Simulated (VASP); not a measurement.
# MnAl3 (Fm-3m) in VASP: a series of runs

MnAl3 is run at these levels: PBE; tasks: single point.

Everything below comes from runs of VASP 6.6.1. Logs are shortened: lines on timing, memory, paths and dates and some standing lists are left out, and cuts for length are marked.

### Step 1. The cell of the first run

The structure is cubic, space group Fm-3m (No. 225). Conventional cell: a = 6.079 Å, b = 6.079 Å, c = 6.079 Å, α = 90.00°, β = 90.00°, γ = 90.00°. Within 3.5 Å of Al (site symmetry -43m) lie 10 Al at 2.63 to 3.04 Å and 4 Mn at 2.63 Å. Within 3.5 Å of Al (site symmetry m-3m) lie 8 Al at 2.63 Å and 6 Mn at 3.04 Å. Within 3.5 Å of Mn (site symmetry m-3m) lie 14 Al at 2.63 to 3.04 Å.

### Step 2. Single point, PBE, collinear spin, ferromagnetic start

INCAR reads:

```
ALGO = Normal
EDIFF = 1E-7
ENCUT = 520
GGA = PE
ISIF = 2
ISMEAR = 0
ISPIN = 2
LASPH = True
LCHARG = False
LMAXMIX = 4
LORBIT = 11
LREAL = False
LWAVE = False
MAGMOM = -0.04 -0.04 -0.05 1.44
NBANDS = 23
NELM = 150
NUPDOWN = 1.25
PREC = Accurate
SIGMA = 0.1
```

KPOINTS reads:

```
k-points
0
Gamma
  12 12 12
```

POSCAR reads:

```
MnAl3
1.0
    0.0000000000      3.0393544795      3.0393544795
    3.0393544795      0.0000000000      3.0393544795
    3.0393544795      3.0393544795      0.0000000000
Al Mn
3 1
Direct
    0.2500000000      0.2500000000      0.2500000000
    0.7500000000      0.7500000000      0.7500000000
    0.5000000000      0.5000000000      0.5000000000
    0.0000000000      0.0000000000      0.0000000000
```

Potentials or basis: VASP PAW PBE potentials, release 64 (Al, Mn_pv).

Run with:

```
> cat potpaw_PBE.64/Al/POTCAR potpaw_PBE.64/Mn_pv/POTCAR > POTCAR
> mpirun -np 1 vasp_std > vasp.out
```

OUTCAR:

```text
EDIFF = 1E-7
   ENCUT = 520
   GGA = PE
   ISIF = 2
   ISMEAR = 0
   ISPIN = 2
   LASPH = True
   LORBIT = 11
   LREAL = False
   NELM = 150
   NUPDOWN = 1.25
   PREC = Accurate

 ion  position               nearest neighbor table
   1  0.250  0.250  0.250-   4 2.63   4 2.63   4 2.63   3 2.63   4 2.63   3 2.63   3 2.63   3 2.63
                             2 3.04   2 3.04   2 3.04   2 3.04   2 3.04   2 3.04
   2  0.750  0.750  0.750-   3 2.63   3 2.63   3 2.63   3 2.63   4 2.63   4 2.63   4 2.63   4 2.63
                             1 3.04   1 3.04   1 3.04   1 3.04   1 3.04   1 3.04
   3  0.500  0.500  0.500-   1 2.63   1 2.63   1 2.63   1 2.63   2 2.63   2 2.63   2 2.63   2 2.63
                             4 3.04   4 3.04   4 3.04   4 3.04   4 3.04   4 3.04
   4  0.000  0.000  0.000-   2 2.63   2 2.63   2 2.63   1 2.63   2 2.63   1 2.63   1 2.63   1 2.63
                             3 3.04   3 3.04   3 3.04   3 3.04   3 3.04   3 3.04

  LATTYP: Found a face centered cubic cell.
 ALAT       =     6.0787089590

  Lattice vectors:

 A1 = (   0.0000000000,   3.0393544795,   3.0393544795)
 A2 = (   3.0393544795,   0.0000000000,   3.0393544795)
 A3 = (   3.0393544795,   3.0393544795,   0.0000000000)

Analysis of symmetry for initial positions (statically):
=====================================================================
 Subroutine PRICEL returns:
 Original cell was already a primitive cell.

 Routine SETGRP: Setting up the symmetry group for a
 face centered cubic supercell.

 Subroutine GETGRP returns: Found 48 space group operations
 (whereof 48 operations were pure point group operations)
 out of a pool of 48 trial point group operations.

The static configuration has the point symmetry O_h .

Analysis of symmetry for dynamics (positions and initial velocities):
=====================================================================
 Subroutine PRICEL returns:
 Original cell was already a primitive cell.

 Routine SETGRP: Setting up the symmetry group for a
 face centered cubic supercell.

 Subroutine GETGRP returns: Found 48 space group operations
 (whereof 48 operations were pure point group operations)
 out of a pool of 48 trial point group operations.

The dynamic configuration has the point symmetry O_h .

Analysis of structural, dynamic, and magnetic symmetry:
=====================================================================
 Subroutine PRICEL returns:
 Original cell was already a primitive cell.

 Routine SETGRP: Setting up the symmetry group for a
 face centered cubic supercell.

 Subroutine GETGRP returns: Found 48 space group operations
 (whereof 48 operations were pure point group operations)
 out of a pool of 48 trial point group operations.

The overall configuration has the point symmetry O_h .

 Subroutine INISYM returns: Found 48 space group operations
 (whereof 48 operations are pure point group operations),
 and found     1 'primitive' translations

----------------------------------------------------------------------------------------

                                     Primitive cell

  volume of cell :      56.1531

  direct lattice vectors                    reciprocal lattice vectors
     0.000000000  3.039354480  3.039354480    -0.164508616  0.164508616  0.164508616
     3.039354480  0.000000000  3.039354480     0.164508616 -0.164508616  0.164508616
     3.039354480  3.039354480  0.000000000     0.164508616  0.164508616 -0.164508616

  length of vectors
     4.298296326  4.298296326  4.298296326     0.284937282  0.284937282  0.284937282

  position of ions in fractional coordinates (direct lattice)
     0.250000000  0.250000000  0.250000000
     0.750000000  0.750000000  0.750000000
     0.500000000  0.500000000  0.500000000
     0.000000000  0.000000000  0.000000000

  ion indices of the primitive-cell ions
   primitive index   ion index
                 1           1
                 2           2
                 3           3
                 4           4

----------------------------------------------------------------------------------------

 KPOINTS: k-points

Automatic generation of k-mesh.
 Grid dimensions read from file:
 generate k-points for:   12   12   12

 Generating k-lattice:

  Cartesian coordinates                     Fractional coordinates (reciprocal lattice)
    -0.013709051  0.013709051  0.013709051     0.083333333  0.000000000  0.000000000
     0.013709051 -0.013709051  0.013709051     0.000000000  0.083333333  0.000000000
     0.013709051  0.013709051 -0.013709051     0.000000000  0.000000000  0.083333333

  Length of vectors
     0.023744773  0.023744773  0.023744773

  Shift w.r.t. Gamma in fractional coordinates (k-lattice)
     0.000000000  0.000000000  0.000000000

 Subroutine IBZKPT returns following result:
 ===========================================

 Found     72 irreducible k-points:

 Following reciprocal coordinates:
            Coordinates               Weight
  0.000000  0.000000  0.000000      1.000000
  0.083333  0.000000  0.000000      8.000000
  0.166667  0.000000  0.000000      8.000000
  0.250000  0.000000  0.000000      8.000000
  0.333333  0.000000  0.000000      8.000000
  0.416667  0.000000  0.000000      8.000000
[... 16 lines left out ...]
  0.500000  0.166667  0.000000     24.000000
 -0.416667  0.166667  0.000000     24.000000
 [... further k-points ...]
   k-points           NKPTS =     72   k-points in BZ     NKDIM =     72   number of bands    NBANDS=     23
   number of dos      NEDOS =    301   number of ions     NIONS =      4
   total plane-waves  NPLWV =  32768
   dimension x,y,z NGX =    32 NGY =   32 NGZ =   32
   dimension x,y,z NGXF=    64 NGYF=   64 NGZF=   64
   ions per type =               3   1
   NGX,Y,Z   is equivalent  to a cutoff of  12.38, 12.38, 12.38 a.u.
   NGXF,Y,Z  is equivalent  to a cutoff of  24.75, 24.75, 24.75 a.u.
 SYSTEM =  unknown system
   PREC   = accura    normal or accurate (medium, high low for compatibility)
   ISTART =      0    job   : 0-new  1-cont  2-samecut
   ICHARG =      2    charge: 1-file 2-atom 10-const
   ISPIN  =      2    spin polarized calculation?
   LNONCOLLINEAR =      F non collinear calculations
   LSORBIT =      F    spin-orbit coupling
   LASPH  =      T    aspherical Exc in radial PAW
   ENCUT  =  520.0 eV  38.22 Ry    6.18 a.u.   7.99  7.99  7.99*2*pi/ulx,y,z
   NELM   =    150;   NELMIN=  2; NELMDL= -5     # of ELM steps
   EDIFF  = 0.1E-06   stopping-criterion for ELM
   LREAL  =      F    real-space projection
   EDIFFG = 0.1E-05   stopping-criterion for IOM
   NSW    =      0    number of steps for IOM
   IBRION =     -1    ionic relax: 0-MD 1-quasi-New 2-CG
   NFREE  =      0    steps in history (QN), initial steepest desc. (CG)
   ISIF   =      2    stress and relaxation
   ISYM   =      2    0-nonsym 1-usesym 2-fastsym
   POTIM  = 0.5000    time-step for ionic-motion
   TEBEG  =    0.0;   TEEND  =   0.0 temperature during run
   PSTRESS=    0.0 pullay stress
   NELECT =      22.0000    total number of electrons
   NUPDOWN=       1.2500    fix difference up-down
   EMIN   =  10.00;   EMAX   =-10.00  energy-range for DOS
   EFERMI =   0.00;   METHOD = LEGACY
   ISMEAR =     0;   SIGMA  =   0.10  broadening in eV -4-tet -1-fermi 0-gaus
   EFERMI_NEDOS =   21; number of points for ismear=-14 and -15
   IALGO  =     38    algorithm
   IMIX   =      4    mixing-type and parameters
     AMIX     =   0.40;   BMIX     =  1.00
     AMIX_MAG =   1.60;   BMIX_MAG =  1.00
  volume/ion in A,a.u.               =      14.04        94.74
  Fermi-wavevector in a.u.,A,eV,Ry     =   1.197910  2.263723 19.524218  1.434990
  Thomas-Fermi vector in A             =   2.333813
   LORBIT       =     11    0 simple, 1 ext, 2 COOP (PROOUT), +10 PAW based schemes
   GGA     = PE    functional components
   LHFCALC =     F    Hartree Fock is set to
   AEXX    =    0.0000 exact exchange contribution
   IVDW    =     0    specifies the selected vdW correction
   LEPSILON=     F    determine dielectric tensor
   LRPA    =     F    only Hartree local field effects (RPA)
 spin polarized calculation
 Gauss-broadening in eV      SIGMA  =   0.10
  energy-cutoff  :      520.00
  volume of cell :       56.15
 maximum number of plane-waves:      1540
   NGX = 15   NGY = 15   NGZ = 15

 number of electron      22.0000008 magnetization       1.2499964

 Free energy of the ion-electron system (eV)
  ---------------------------------------------------
  ext. energy  EPLUGINS =         0.00000000
  ---------------------------------------------------
  free energy    TOTEN  =       -19.90784987 eV

  energy without entropy =      -19.88813737  energy(sigma->0) =      -19.89799362

 E-fermi :   9.2046     XC(G=0): -11.1938

 val. band max:        9.2010632613   @ k =   0.3333   0.3333   0.0000
 cond. band min:       9.0807597516   @ k =   0.0833   0.0833   0.0000
 fundamental gap:     -0.1203035097
 Fermi energy:         9.0774578817

 spin component 1

 k-point     1 :       0.0000    0.0000    0.0000
  band No.  band energies     occupation
      1     -38.9200      1.00000
      2     -38.9200      1.00000
      3     -38.9200      1.00000
      4      -2.0854      1.00000
      5       6.3152      1.00000
      6       6.3153      1.00000
[... 15 lines left out ...]
     22      15.0736      0.00000
     23      20.3701      0.00000

 k-point     2 :       0.0833    0.0000    0.0000
  band No.  band energies     occupation
      1     -38.9201      1.00000
      2     -38.9200      1.00000
      3     -38.9200      1.00000
      4      -2.0008      1.00000
      5       6.0186      1.00000
      6       6.3191      1.00000
[... 15 lines left out ...]
     22      15.6702      0.00000
     23      20.6761      0.00000
[... 544 lines left out ...]
     22      21.1189      0.00000
     23      21.1429      0.00000

 k-point    24 :      -0.4167    0.1667    0.0000
  band No.  band energies     occupation
      1     -38.9212      1.00000
      2     -38.9204      1.00000
      3     -38.9202      1.00000
      4       0.7332      1.00000
      5       1.5731      1.00000
      6       4.7362      1.00000
[... 15 lines left out ...]
     22      19.7264      0.00000
     23      20.7188      0.00000

 [... further k-points ...]

 spin component 2

 k-point     1 :       0.0000    0.0000    0.0000
  band No.  band energies     occupation
      1     -37.5596      1.00000
      2     -37.5596      1.00000
      3     -37.5596      1.00000
      4      -2.0948      1.00000
      5       6.7175      1.00000
      6       6.7175      1.00000
[... 15 lines left out ...]
     22      15.4873      0.00000
     23      20.7494      0.00000

 k-point     2 :       0.0833    0.0000    0.0000
  band No.  band energies     occupation
      1     -37.5597      1.00000
      2     -37.5596      1.00000
      3     -37.5596      1.00000
      4      -2.0105      1.00000
      5       6.3135      1.00000
      6       6.7077      1.00000
[... 15 lines left out ...]
     22      15.9826      0.00000
     23      21.0484      0.00000
[... 544 lines left out ...]
     22      21.1024      0.00000
     23      21.1548      0.00000

 k-point    24 :      -0.4167    0.1667    0.0000
  band No.  band energies     occupation
      1     -37.5610      1.00000
      2     -37.5601      1.00000
      3     -37.5599      1.00000
      4       0.6944      1.00000
      5       1.5965      1.00000
      6       4.8472      1.00000
[... 15 lines left out ...]
     22      19.7379      0.00000
     23      20.7725      0.00000

 [... further k-points ...]

------------------------ aborting loop because EDIFF is reached ----------------------------------------

  FORCE on cell =-STRESS in cart. coord.  units (eV):
  Direction    XX          YY          ZZ          XY          YZ          ZX
  --------------------------------------------------------------------------------------
  -------------------------------------------------------------------------------------
  Total       -0.2267996     -0.2267996     -0.2267996     -0.0000000     -0.0000000     -0.0000000
  in kB       -6.4711092     -6.4711092     -6.4711092     -0.0000000     -0.0000000     -0.0000000
  external PRESSURE =      -6.4711092 kB  Pullay stress =       0.0000000 kB

 VOLUME and BASIS-vectors are now :
 -----------------------------------------------------------------------------
  energy-cutoff  :      520.00
  volume of cell :       56.15
      direct lattice vectors                 reciprocal lattice vectors
     0.000000000  3.039354480  3.039354480    -0.164508616  0.164508616  0.164508616
     3.039354480  0.000000000  3.039354480     0.164508616 -0.164508616  0.164508616
     3.039354480  3.039354480  0.000000000     0.164508616  0.164508616 -0.164508616

 POSITION                                       TOTAL-FORCE (eV/Angst)
 -----------------------------------------------------------------------------------
      1.51968      1.51968      1.51968        -0.000000     -0.000000     -0.000000
      4.55903      4.55903      4.55903         0.000000      0.000000      0.000000
      3.03935      3.03935      3.03935        -0.000000      0.000000     -0.000000
      0.00000      0.00000      0.00000        -0.000000      0.000000      0.000000
 -----------------------------------------------------------------------------------
    total drift:                                0.000000     -0.000000      0.000000

  FREE ENERGIE OF THE ION-ELECTRON SYSTEM (eV)
  ---------------------------------------------------
  free  energy   TOTEN  =       -19.9078498730 eV

  energy  without entropy=      -19.8881373750  energy(sigma->0) =      -19.89799362

 total charge

# of ion       s       p       d       tot
------------------------------------------
    1        0.392   0.400   0.000   0.792
    2        0.392   0.400   0.000   0.792
    3        0.387   0.397   0.000   0.784
    4        0.332   6.230   5.239  11.801
--------------------------------------------------
tot          1.502   7.427   5.239  14.168

 magnetization (x)

# of ion       s       p       d       tot
------------------------------------------
    1       -0.014  -0.010   0.000  -0.024
    2       -0.014  -0.010   0.000  -0.024
    3       -0.017  -0.013   0.000  -0.029
    4        0.002   0.036   1.289   1.328
--------------------------------------------------
tot         -0.043   0.004   1.289   1.251
```

It took 1.9 min on 1 thread of AMD EPYC 9R14 (Zen 4), shared host; peak memory 0.26 GiB.

Results:

| Item | Value |
| --- | --- |
| Free energy | -19.9078 eV |
| Pressure | -0.6 GPa |
| Net moment | 1.25 μB per cell |
| Site moments | Al -0.02, -0.03 (each value once); Mn +1.33 μB |
| Valence electrons inside the program's atomic spheres | Al 0.79, 0.78 (each value once); Mn 11.80 |

Caveat: the total moment is fixed, so each spin has its own Fermi level.

### Step 3. Single point, PBE, collinear spin, ferromagnetic start

INCAR reads:

```
ALGO = Normal
EDIFF = 1E-6
ENCUT = 520
GGA = PE
ISIF = 2
ISMEAR = 0
ISPIN = 2
LASPH = T
LCHARG = F
LMAXMIX = 4
LORBIT = 11
LREAL = F
LWAVE = F
MAGMOM = -0.03 -0.03 -0.02 2.02
NBANDS = 23
NELM = 150
NUPDOWN = 1.88
PREC = Accurate
SIGMA = 0.1
```

KPOINTS is that of step 2.

POSCAR is that of step 2.

Potentials or basis: VASP PAW PBE potentials, release 64 (Al, Mn_pv).

Run with:

```
> cat potpaw_PBE.64/Al/POTCAR potpaw_PBE.64/Mn_pv/POTCAR > POTCAR
> mpirun -np 1 vasp_std > vasp.out
```

Wall time 2.1 min (1 thread of AMD EPYC 9R14 (Zen 4), shared host); peak memory 0.26 GiB.

The run converged. Its results:

```yaml
Free_energy: -19.8971 eV
Pressure: 1.6 GPa
Net_moment: 1.88 μB per cell
Site_moments: Al -0.02, -0.01 (each value once); Mn +1.85 μB
Valence_electrons_inside_the_program's_atomic_spheres: Al 0.80, 0.79 (each value once); Mn 11.78
```

Caveat: the total moment is fixed, so each spin has its own Fermi level.
